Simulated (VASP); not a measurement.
Se: single point with LDA

The system is Se.

```
Se
1.0
     4.36620    0.00000    0.00000
    -2.18310    3.78124    0.00000
     0.00000    0.00000    4.95360
Se
3
Direct
  0.77460 0.77460 0.00000
  0.00000 0.22540 0.66667
  0.22540 0.00000 0.33333
```

```json
{
  "Program": "VASP 6.6.1",
  "Task": "single point",
  "Functional": "LDA",
  "Potentials or basis": "VASP PAW LDA potentials, release 64 (Se)",
  "Cutoff": "520 eV",
  "k mesh": "7 × 7 × 6",
  "Occupations": "fermi-dirac, width 0.05 eV",
  "Spin": "no spin polarisation",
  "Dipole correction": "no",
  "Further INCAR settings": "ALGO = Normal; EDIFF = 1e-06; NBANDS = 16"
}
```

| Item | Value |
| --- | --- |
| Pressure | -1.1 GPa |
| Largest force | 0.263 eV/Å |
| Band gap on the k mesh | 1.09 eV (least direct gap 1.39 eV) |

Forces in eV/Å, atoms in the order of the input:
```
Se  -0.132 -0.228  0.000
Se  -0.132  0.228  0.000
Se   0.263  0.000  0.000
```

Stress tensor (GPa, compression positive):
```
-1.55  0.00  0.00
 0.00 -1.55  0.00
 0.00  0.00 -0.09
```

Levels at points of the mesh, in eV from the valence-band top:
```tsv
k point	band 5	band 6	band 7	band 8	band 9	band 10	band 11	band 12	band 13	band 14
(0.00, 0.00, 0.00)	-3.85	-3.79	-2.05	-2.05	-0.40	1.80	1.80	2.09	5.89	6.31
(0.00, 0.00, 0.50)	-3.39	-3.39	-1.57	-1.57	-1.11	1.09	1.09	1.21	6.15	7.10
```

Wall time 12 s on 1 thread of Intel(R) Xeon(R) 6975P-C (Granite Rapids) (shared host), peak memory 0.18 GiB.

Caveat: an odd mesh through Γ misses points on the zone boundary, where band edges can lie.
